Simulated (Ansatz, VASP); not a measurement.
**Pd in VASP and in Ansatz**

The input INCAR:

```
PREC     = Accurate       # precision mode
ENCUT    = 520            # plane-wave cutoff, eV
EDIFF    = 1E-6           # SCF threshold, eV
ISMEAR   = -1             # smearing method
SIGMA    = 0.08           # smearing width, eV
LREAL    = False          # projectors in reciprocal space
LASPH    = True           # aspherical terms in the spheres
NELM     = 150            # most SCF steps
ALGO     = Normal         # electronic algorithm
ISIF     = 2              # what is computed and relaxed
LWAVE    = False          # write WAVECAR
LCHARG   = True           # write CHGCAR
ISPIN    = 2              # spin polarisation
MAGMOM   = 0.6            # initial moments
LORBIT   = 11             # projections on sites
LMAXMIX  = 4              # l up to which the mixer works
GGA      = PE             # functional
LELF     = True           # ELF
LVHAR    = True         
NBANDS   = 15             # bands
```

The input KPOINTS:

```
regular mesh
0
Gamma
  17 17 17
```

Contents of POSCAR:

```
Pd
1.0
    0.0000000000      1.9465000000      1.9465000000
    1.9465000000      0.0000000000      1.9465000000
    1.9465000000      1.9465000000      0.0000000000
Pd
1
Direct
    0.0000000000      0.0000000000      0.0000000000
```

Input for Ansatz:

```yaml
crystal:
  lattice:
    - [0.0, 1.9465, 1.9465]
    - [1.9465, 0.0, 1.9465]
    - [1.9465, 1.9465, 0.0]
  atoms:
    - { symbol: Pd, position: [0.0, 0.0, 0.0], spin: 0.6 }
magnetization:
  spin_polarized: true
kpoints:
  mp_grid: { grid: [17, 17, 17] }
scf:
  occupations: { method: fermi_dirac, width: 0.08 }
  lower_state_search: "off"
hamiltonian:
  xc: pbe
  pseudopotentials: { kind: all_electron, lapw: { basis_error: 0.001 } }
output:
  forces: true
  stress: true
  eigenvalues: false
  populations: true
  dos: { projected: true, de: 0.1, e_range: [-8, 5] }
```

Alike in both runs: task single point; functional PBE; k mesh 17 × 17 × 17; occupations fermi-dirac, width 0.08 eV; collinear spin.

|  | VASP | Ansatz |
| --- | --- | --- |
| version | VASP 6.6.1 | Ansatz 0.2.0 |
| potentials or method | VASP PAW PBE potentials, release 64 (Pd), cutoff 520 eV | all-electron LAPW, scalar-relativistic |

Ansatz gave:

* pressure (GPa): 7.3
* net moment per atom (μB): 0.00

Problem. What did VASP give for the same quantities?

Solution. Pressure (GPa): 7.0; net moment per atom (μB): 0.00.

Ansatz ran all-electron here, and VASP with PAW potentials. Ansatz's warnings: seeded moment not kept.
